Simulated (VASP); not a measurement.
# Ti: single point with PBEsol

The system is Ti.

```
Ti
1.0
     2.95961    0.00000    0.00000
    -1.47980    2.56309    0.00000
     0.00000    0.00000    4.67387
Ti
2
Direct
  0.33333 0.66667 0.25000
  0.66667 0.33333 0.75000
```

This cell differs from its parent crystal: volume scaled by 1.06, then relaxed in part.

- Program: VASP 6.6.1
- Task: single point
- Functional: PBEsol
- Potentials or basis: VASP PAW PBE potentials, release 64 (Ti_sv)
- Cutoff: 520 eV
- k mesh: 18 × 18 × 10
- Occupations: gaussian, width 0.1 eV
- Spin: no spin polarisation

| Quantity | Value |
| --- | --- |
| Pressure | -6.6 GPa |
| Band gap on the k mesh | zero (band 12 reaches 8.75 eV, above the bottom of band 13 at 7.67 eV) |

Levels at points of the mesh, in eV from the Fermi level:
| k point | band 8 | band 9 | band 10 | band 11 | band 12 | band 13 | band 14 | band 15 | band 16 | band 17 |
| --- | --- | --- | --- | --- | --- | --- | --- | --- | --- | --- |
| (0.00, 0.00, 0.00) | -32.63 | -6.17 | -2.65 | 0.75 | 0.75 | 0.75 | 0.88 | 1.24 | 1.24 | 1.56 |
| (0.50, 0.00, 0.00) | -32.70 | -2.34 | -2.11 | -1.81 | -0.66 | 0.44 | 0.61 | 1.15 | 3.25 | 3.48 |
| (0.00, 0.00, 0.50) | -32.68 | -4.33 | -4.33 | 0.09 | 0.09 | 0.65 | 0.65 | 0.65 | 0.65 | 2.72 |
| (0.50, 0.00, 0.50) | -32.78 | -2.51 | -2.51 | -0.79 | -0.79 | 1.27 | 1.27 | 1.67 | 1.67 | 3.39 |

Wall time 2.4 min on 1 thread of Intel(R) Xeon(R) 6975P-C (Granite Rapids), on a shared host, peak memory 0.24 GiB.

Caveat: the PAW data sets were made with another functional, which shifts forces and pressure a little.
